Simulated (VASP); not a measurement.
Runs of VASP 6.6.1 on C. The structure is that of space group R-3m (No. 166), or close to it. The cells are those of the table. 

```csv
cell,gap on the mesh (eV),pressure (GPa)
"a = 2.389, b = 2.389, c = 3.661 Å, angles 108.5, 108.5, 60.0°, 2 atoms",(b),27.9
"a = 2.520, b = 2.520, c = 3.862 Å, angles 108.5, 108.5, 60.0°, 2 atoms",(c),-16.8
"a = 2.456, b = 2.456, c = 3.765 Å, angles 108.5, 108.5, 60.0°, 2 atoms",0.78,1.5
"a = 2.478, b = 2.478, c = 3.798 Å, angles 108.5, 108.5, 60.0°, 2 atoms",(a),-5.3
"a = 2.434, b = 2.434, c = 3.731 Å, angles 108.5, 108.5, 60.0°, 2 atoms",0.79,9.3
```

Alike in all rows: task single point; level PBEsol; potentials or basis VASP PAW PBE potentials, release 64 (C); no spin polarisation; k mesh 14 × 14 × 8; cutoff (eV) 520; smearing methfessel-paxton 0.1 eV.

Question: Fill in the values left out.

Answer: (a) 0.77; (b) 0.81; (c) 0.76.

Caveats: the PAW data sets were made with another functional, which shifts forces and pressure a little; this functional lacks dispersion, which binds the layers, so the pressure and a relaxed spacing across them are unreliable.

A k mesh can miss the band edges.
